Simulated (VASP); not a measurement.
# SiO2 (I-42d) in VASP: notebook

The runs below take SiO2 through single point, relaxation of cell and atoms, with PBE, LDA, PBEsol.

Program: VASP 6.6.1. These are calculated values, not measurements. Logs are shortened: lines on timing, memory, paths and dates and some standing lists are left out, and cuts for length are marked.

## (1) The cell of the first run

It takes space group I-42d (No. 122, tetragonal). The conventional cell has a = 4.944 Å, b = 4.944 Å, c = 7.316 Å, α = 90.00°, β = 90.00°, γ = 90.00°. Si (site symmetry -4) has 4 O at 1.61 Å within 2.1 Å. Within 2.1 Å of O (site symmetry 2) lie 2 Si at 1.61 Å.

## (2) Single point, PBE

INCAR reads:

```
PREC = Accurate
ENCUT = 520
EDIFF = 1E-7
ISMEAR = -1
SIGMA = 0.02
LREAL = False
LASPH = True
NELM = 80
ALGO = Normal
ISIF = 2
LWAVE = False
LCHARG = False
GGA = PE
NBANDS = 25
```

KPOINTS reads:

```
regular mesh
0
Gamma
  8 8 8
```

POSCAR reads:

```
SiO2
1.0
   -2.4719631570      2.4719631570      3.6578428214
    2.4719631570     -2.4719631570      3.6578428214
    2.4719631570      2.4719631570     -3.6578428214
Si O
2 4
Direct
    0.0000000000      0.0000000000      0.0000000000
    0.7500000000      0.2500000000      0.5000000000
    0.9733623208      0.6250000000      0.8483623208
    0.3750000000      0.2233623208      0.3483623208
    0.7766376792      0.1250000000      0.1516376792
    0.8750000000      0.0266376792      0.6516376792
```

Potentials or basis: VASP PAW PBE potentials, release 64 (Si, O).

Command:

```bash
> cat potpaw_PBE.64/Si/POTCAR potpaw_PBE.64/O/POTCAR > POTCAR
> mpirun -np 1 vasp_std > vasp.out
```

OUTCAR:

```text
PREC = Accurate
   ENCUT = 520
   EDIFF = 1E-7
   ISMEAR = -1
   LREAL = False
   LASPH = True
   NELM = 80
   ISIF = 2
   GGA = PE

 ion  position               nearest neighbor table
   1  0.000  0.000  0.000-   4 1.61   5 1.61   6 1.61   3 1.61   2 3.07   2 3.07   2 3.07   2 3.07

   2  0.750  0.250  0.500-   3 1.61   5 1.61   6 1.61   4 1.61   1 3.07   1 3.07   1 3.07   1 3.07

   3  0.973  0.625  0.848-   2 1.61   1 1.61
   4  0.375  0.223  0.348-   1 1.61   2 1.61
   5  0.777  0.125  0.152-   1 1.61   2 1.61
   6  0.875  0.027  0.652-   1 1.61   2 1.61

  LATTYP: Found a body centered tetragonal cell.
 ALAT       =     4.9439263140
 C/A-ratio  =     1.4797319333

  Lattice vectors:

 A1 = (  -2.4719631570,   2.4719631570,   3.6578428214)
 A2 = (   2.4719631570,  -2.4719631570,   3.6578428214)
 A3 = (   2.4719631570,   2.4719631570,  -3.6578428214)

Analysis of symmetry for initial positions (statically):
=====================================================================
 Subroutine PRICEL returns:
 Original cell was already a primitive cell.

 Routine SETGRP: Setting up the symmetry group for a
 body centered tetragonal supercell.

 Subroutine GETGRP returns: Found  8 space group operations
 (whereof  4 operations were pure point group operations)
 out of a pool of 16 trial point group operations.

The static configuration has the point symmetry S_4 .
 The point group associated with its full space group is D_2d.

Analysis of symmetry for dynamics (positions and initial velocities):
=====================================================================
 Subroutine PRICEL returns:
 Original cell was already a primitive cell.

 Routine SETGRP: Setting up the symmetry group for a
 body centered tetragonal supercell.

 Subroutine GETGRP returns: Found  8 space group operations
 (whereof  4 operations were pure point group operations)
 out of a pool of 16 trial point group operations.

The dynamic configuration has the point symmetry S_4 .
 The point group associated with its full space group is D_2d.

 Subroutine INISYM returns: Found  8 space group operations
 (whereof  4 operations are pure point group operations),
 and found     1 'primitive' translations

----------------------------------------------------------------------------------------

                                     Primitive cell

[... 99 lines left out ...]
   LREAL  =      F    real-space projection
   EDIFFG = 0.1E-05   stopping-criterion for IOM
   NSW    =      0    number of steps for IOM
   IBRION =     -1    ionic relax: 0-MD 1-quasi-New 2-CG
   NFREE  =      0    steps in history (QN), initial steepest desc. (CG)
   ISIF   =      2    stress and relaxation
   ISYM   =      2    0-nonsym 1-usesym 2-fastsym
   POTIM  = 0.5000    time-step for ionic-motion
   TEBEG  =    0.0;   TEEND  =   0.0 temperature during run
   PSTRESS=    0.0 pullay stress
   NELECT =      32.0000    total number of electrons
   NUPDOWN=      -1.0000    fix difference up-down
   EMIN   =  10.00;   EMAX   =-10.00  energy-range for DOS
   EFERMI =   0.00;   METHOD = LEGACY
   ISMEAR =    -1;   SIGMA  =   0.02  broadening in eV -4-tet -1-fermi 0-gaus
   EFERMI_NEDOS =   21; number of points for ismear=-14 and -15
   IALGO  =     38    algorithm
   IMIX   =      4    mixing-type and parameters
     AMIX     =   0.40;   BMIX     =  1.00
     AMIX_MAG =   1.60;   BMIX_MAG =  1.00
  volume/ion in A,a.u.               =      14.90       100.56
  Fermi-wavevector in a.u.,A,eV,Ry     =   1.162345  2.196514 18.382104  1.351047
  Thomas-Fermi vector in A             =   2.298907
   LORBIT       =      0    0 simple, 1 ext, 2 COOP (PROOUT), +10 PAW based schemes
   GGA     = PE    functional components
   LHFCALC =     F    Hartree Fock is set to
   AEXX    =    0.0000 exact exchange contribution
   IVDW    =     0    specifies the selected vdW correction
   LEPSILON=     F    determine dielectric tensor
   LRPA    =     F    only Hartree local field effects (RPA)
 non-spin polarized calculation
  energy-cutoff  :      520.00
  volume of cell :       89.41
 maximum number of plane-waves:      2429
 NGX is ok and might be reduce to    40
   NGX = 19   NGY = 19   NGZ = 19

 number of electron      32.0000005 magnetization

 Free energy of the ion-electron system (eV)
  ---------------------------------------------------
  ext. energy  EPLUGINS =         0.00000000
  ---------------------------------------------------
  free energy    TOTEN  =       -47.44927740 eV

  energy without entropy =      -47.44927740  energy(sigma->0) =      -47.44927740

 E-fermi :   0.0913     XC(G=0):  -8.1927

 val. band max:       -0.4086761954   @ k =   0.0000   0.0000   0.0000
 cond. band min:       5.5271276456   @ k =   0.0000   0.0000   0.0000
 fundamental gap:      5.9358038410
 Fermi energy:         0.0912666821

 k-point     1 :       0.0000    0.0000    0.0000
  band No.  band energies     occupation
      1     -19.6246      2.00000
      2     -17.5425      2.00000
      3     -17.5425      2.00000
      4     -17.4858      2.00000
      5      -9.6101      2.00000
      6      -5.9199      2.00000
[... 661 lines left out ...]
     24      12.6825      0.00000
     25      13.2274      0.00000

 [... further k-points ...]

------------------------ aborting loop because EDIFF is reached ----------------------------------------

  FORCE on cell =-STRESS in cart. coord.  units (eV):
  Direction    XX          YY          ZZ          XY          YZ          ZX
  --------------------------------------------------------------------------------------
  -------------------------------------------------------------------------------------
  Total        2.5862576      2.5862576      2.5050385      0.0000000      0.0000000      0.0000000
  in kB       46.3461163     46.3461163     44.8906583      0.0000000      0.0000000      0.0000000
  external PRESSURE =      45.8609636 kB  Pullay stress =       0.0000000 kB

 VOLUME and BASIS-vectors are now :
 -----------------------------------------------------------------------------
  energy-cutoff  :      520.00
  volume of cell :       89.41
      direct lattice vectors                 reciprocal lattice vectors
    -2.471963157  2.471963157  3.657842821     0.000000000  0.202268387  0.136692588
     2.471963157 -2.471963157  3.657842821     0.202268387  0.000000000  0.136692588
     2.471963157  2.471963157 -3.657842821     0.202268387  0.202268387  0.000000000

 POSITION                                       TOTAL-FORCE (eV/Angst)
 -----------------------------------------------------------------------------------
      0.00000      0.00000      0.00000        -0.000000      0.000000      0.000000
     -0.00000      2.47196      1.82892        -0.000000      0.000000      0.000000
      1.23598      2.95826      2.74338        -0.000000      0.266760      0.000000
      0.48630      1.23598      0.91446         0.266760      0.000000      0.000000
     -1.23598      1.98567      2.74338        -0.000000     -0.266760     -0.000000
     -0.48630      3.70794      0.91446        -0.266760      0.000000     -0.000000
 -----------------------------------------------------------------------------------
    total drift:                                0.000002      0.000002      0.000001

  FREE ENERGIE OF THE ION-ELECTRON SYSTEM (eV)
  ---------------------------------------------------
  free  energy   TOTEN  =       -47.4492773998 eV

  energy  without entropy=      -47.4492773998  energy(sigma->0) =      -47.44927740
```

OSZICAR:

```text
N       E                     dE             d eps       ncg     rms          rms(c)
DAV:   1     0.179095865178E+03    0.17910E+03   -0.16228E+04  2958   0.114E+03
DAV:   2    -0.414541680894E+02   -0.22055E+03   -0.21129E+03  4031   0.274E+02
DAV:   3    -0.538414297694E+02   -0.12387E+02   -0.12328E+02  3907   0.662E+01
DAV:   4    -0.539639159454E+02   -0.12249E+00   -0.12242E+00  3659   0.756E+00
DAV:   5    -0.539654266067E+02   -0.15107E-02   -0.15104E-02  3919   0.832E-01    0.209E+01
DAV:   6    -0.474440900994E+02    0.65213E+01   -0.20311E+01  3551   0.286E+01    0.103E+01
DAV:   7    -0.474523634660E+02   -0.82734E-02   -0.76827E-01  3915   0.465E+00    0.360E+00
DAV:   8    -0.474430296920E+02    0.93338E-02   -0.39641E-02  3757   0.163E+00    0.140E+00
DAV:   9    -0.474478597260E+02   -0.48300E-02   -0.23172E-02  3727   0.109E+00    0.277E-01
DAV:  10    -0.474492573896E+02   -0.13977E-02   -0.16916E-03  3159   0.254E-01    0.755E-02
DAV:  11    -0.474492697332E+02   -0.12344E-04   -0.38559E-04  3737   0.141E-01    0.173E-02
DAV:  12    -0.474492752880E+02   -0.55548E-05   -0.14677E-05  3484   0.264E-02    0.133E-02
DAV:  13    -0.474492771767E+02   -0.18887E-05   -0.26591E-06  3633   0.116E-02    0.393E-03
DAV:  14    -0.474492773843E+02   -0.20756E-06   -0.11120E-07  3009   0.242E-03    0.123E-03
DAV:  15    -0.474492773998E+02   -0.15503E-07   -0.18507E-08  2683   0.110E-03
   1 F= -.47449277E+02 E0= -.47449277E+02  d E =-.195514E-12
```

stdout:

```text
POSCAR found type information on POSCAR SiO
 POSCAR found :  2 types and       6 ions
 scaLAPACK will be used
 LDA part: xc-table for (Slater+PW92), standard interpolation
 POSCAR, INCAR and KPOINTS ok, starting setup
 FFT: planning ... GRIDC
 FFT: planning ... GRID_SOFT
 FFT: planning ... GRID
 WAVECAR not read
 entering main loop
```

It took 2.5 min on 1 thread of Intel Xeon Platinum 8488C (Sapphire Rapids), shared host; peak memory 0.28 GiB.

Results:

| Quantity | Value |
| --- | --- |
| Free energy | -47.4493 eV |
| Pressure | 4.6 GPa |
| Largest force | 0.267 eV/Å |
| Band gap on the k mesh | 5.94 eV, direct |

Forces on the atoms (eV/Å):
```
Si   0.000  0.000  0.000
Si   0.000  0.000  0.000
O    0.000  0.267  0.000
O    0.267  0.000  0.000
O    0.000 -0.267  0.000
O   -0.267  0.000  0.000
```

Stress tensor (GPa, compression positive):
```
4.63 0.00 0.00
0.00 4.63 0.00
0.00 0.00 4.49
```

A k mesh can miss the band edges. As with any semilocal functional, this PBE gap is likely too small.

## (3) Single point, LDA

INCAR reads:

```
SYSTEM = SiO2
ALGO     = Normal         ! electronic algorithm
EDIFF    = 1E-7           ! SCF threshold, eV
ENCUT    = 520            ! plane-wave cutoff, eV
ISIF     = 2              ! what is computed and relaxed
ISMEAR   = 0              ! smearing method
LASPH    = .TRUE.         ! aspherical terms in the spheres
LCHARG   = .TRUE.         ! write CHGCAR
LELF     = .TRUE.         ! ELF
LREAL    = .FALSE.        ! projectors in reciprocal space
LVHAR    = .TRUE.       
LWAVE    = .FALSE.        ! write WAVECAR
NBANDS   = 25             ! bands
NELM     = 60             ! most SCF steps
PREC     = Accurate       ! precision mode
SIGMA    = 0.01           ! smearing width, eV
```

KPOINTS reads:

```
k-points
0
G
  8 8 8
  0 0 0
```

POSCAR is that of step 2.

Potentials or basis: VASP PAW LDA potentials, release 64 (Si, O).

Command:

```bash
> cat potpaw_LDA.64/Si/POTCAR potpaw_LDA.64/O/POTCAR > POTCAR
> mpirun -np 1 vasp_std > vasp.out
```

OUTCAR:

```text
SYSTEM = SiO2
   EDIFF = 1E-7
   ENCUT = 520
   ISIF = 2
   ISMEAR = 0
   LASPH = .TRUE.
   LREAL = .FALSE.
   NELM = 60
   PREC = Accurate

 ion  position               nearest neighbor table
   1  0.000  0.000  0.000-   4 1.61   5 1.61   6 1.61   3 1.61   2 3.07   2 3.07   2 3.07   2 3.07

   2  0.750  0.250  0.500-   3 1.61   5 1.61   6 1.61   4 1.61   1 3.07   1 3.07   1 3.07   1 3.07

   3  0.973  0.625  0.848-   2 1.61   1 1.61
   4  0.375  0.223  0.348-   1 1.61   2 1.61
   5  0.777  0.125  0.152-   1 1.61   2 1.61
   6  0.875  0.027  0.652-   1 1.61   2 1.61

  LATTYP: Found a body centered tetragonal cell.
 ALAT       =     4.9439263140
 C/A-ratio  =     1.4797319333

  Lattice vectors:

 A1 = (  -2.4719631570,   2.4719631570,   3.6578428214)
 A2 = (   2.4719631570,  -2.4719631570,   3.6578428214)
 A3 = (   2.4719631570,   2.4719631570,  -3.6578428214)

Analysis of symmetry for initial positions (statically):
=====================================================================
 Subroutine PRICEL returns:
 Original cell was already a primitive cell.

 Routine SETGRP: Setting up the symmetry group for a
[... 183 lines left out ...]
 fundamental gap:      5.7092606942
 Fermi energy:        -0.5632756610

 k-point     1 :       0.0000    0.0000    0.0000
  band No.  band energies     occupation
      1     -19.6342      2.00000
      2     -17.4749      2.00000
      3     -17.4749      2.00000
      4     -17.4169      2.00000
      5      -9.9205      2.00000
      6      -6.2338      2.00000
[... 661 lines left out ...]
     24      12.1803      0.00000
     25      12.6719      0.00000

 [... further k-points ...]

------------------------ aborting loop because EDIFF is reached ----------------------------------------

  FORCE on cell =-STRESS in cart. coord.  units (eV):
  Direction    XX          YY          ZZ          XY          YZ          ZX
  --------------------------------------------------------------------------------------
  -------------------------------------------------------------------------------------
  Total       -0.5510571     -0.5510571     -0.5683697      0.0000000     -0.0000000      0.0000000
  in kB       -9.8750248     -9.8750248    -10.1852689      0.0000000     -0.0000000      0.0000000
  external PRESSURE =      -9.9784395 kB  Pullay stress =       0.0000000 kB

 VOLUME and BASIS-vectors are now :
 -----------------------------------------------------------------------------
  energy-cutoff  :      520.00
  volume of cell :       89.41
      direct lattice vectors                 reciprocal lattice vectors
    -2.471963157  2.471963157  3.657842821     0.000000000  0.202268387  0.136692588
     2.471963157 -2.471963157  3.657842821     0.202268387  0.000000000  0.136692588
     2.471963157  2.471963157 -3.657842821     0.202268387  0.202268387  0.000000000

 POSITION                                       TOTAL-FORCE (eV/Angst)
 -----------------------------------------------------------------------------------
      0.00000      0.00000      0.00000         0.000000      0.000000      0.000000
     -0.00000      2.47196      1.82892         0.000000      0.000000     -0.000000
      1.23598      2.95826      2.74338         0.000000     -0.073538      0.000000
      0.48630      1.23598      0.91446        -0.073538      0.000000      0.000000
     -1.23598      1.98567      2.74338         0.000000      0.073538     -0.000000
     -0.48630      3.70794      0.91446         0.073538      0.000000     -0.000000
 -----------------------------------------------------------------------------------
    total drift:                                0.000001      0.000001      0.000001

  FREE ENERGIE OF THE ION-ELECTRON SYSTEM (eV)
  ---------------------------------------------------
  free  energy   TOTEN  =       -51.8763176213 eV

  energy  without entropy=      -51.8763176213  energy(sigma->0) =      -51.87631762
```

OSZICAR:

```text
N       E                     dE             d eps       ncg     rms          rms(c)
DAV:   1     0.170760032022E+03    0.17076E+03   -0.16167E+04  2958   0.114E+03
DAV:   2    -0.464094002220E+02   -0.21717E+03   -0.20793E+03  4007   0.272E+02
DAV:   3    -0.585307462697E+02   -0.12121E+02   -0.12064E+02  3908   0.654E+01
DAV:   4    -0.586517291277E+02   -0.12098E+00   -0.12092E+00  3649   0.753E+00
DAV:   5    -0.586532748714E+02   -0.15457E-02   -0.15455E-02  3927   0.842E-01    0.212E+01
DAV:   6    -0.520510472571E+02    0.66022E+01   -0.20913E+01  3557   0.287E+01    0.109E+01
DAV:   7    -0.519518047727E+02    0.99242E-01   -0.73153E-01  3864   0.458E+00    0.367E+00
DAV:   8    -0.518871728161E+02    0.64632E-01   -0.44852E-02  3805   0.165E+00    0.140E+00
DAV:   9    -0.518755306716E+02    0.11642E-01   -0.15856E-02  3985   0.930E-01    0.221E-01
DAV:  10    -0.518762920188E+02   -0.76135E-03   -0.11639E-03  3408   0.207E-01    0.744E-02
DAV:  11    -0.518763170803E+02   -0.25062E-04   -0.32143E-04  3656   0.123E-01    0.167E-02
DAV:  12    -0.518763165386E+02    0.54174E-06   -0.13671E-05  3777   0.249E-02    0.919E-03
DAV:  13    -0.518763175589E+02   -0.10203E-05   -0.30334E-06  3761   0.106E-02    0.369E-03
DAV:  14    -0.518763176213E+02   -0.62394E-07   -0.11430E-07  2945   0.224E-03
   1 F= -.51876318E+02 E0= -.51876318E+02  d E =-.210303E-47
```

Run time: 2.5 min. Hardware: 1 thread of Intel Xeon Platinum 8488C (Sapphire Rapids), shared host; peak memory 0.25 GiB.

Results:

- Free energy: -51.8763 eV
- Pressure: -1.0 GPa
- Largest force: 0.074 eV/Å
- Band gap on the k mesh: 5.71 eV, direct

Forces in eV/Å, atoms in the order of the input:
```
Si   0.000  0.000  0.000
Si   0.000  0.000  0.000
O    0.000 -0.074  0.000
O   -0.074  0.000  0.000
O    0.000  0.074  0.000
O    0.074  0.000  0.000
```

A k mesh can miss the band edges. As with any semilocal functional, this LDA gap is likely too small.

(Continued in part 2 of 2.)
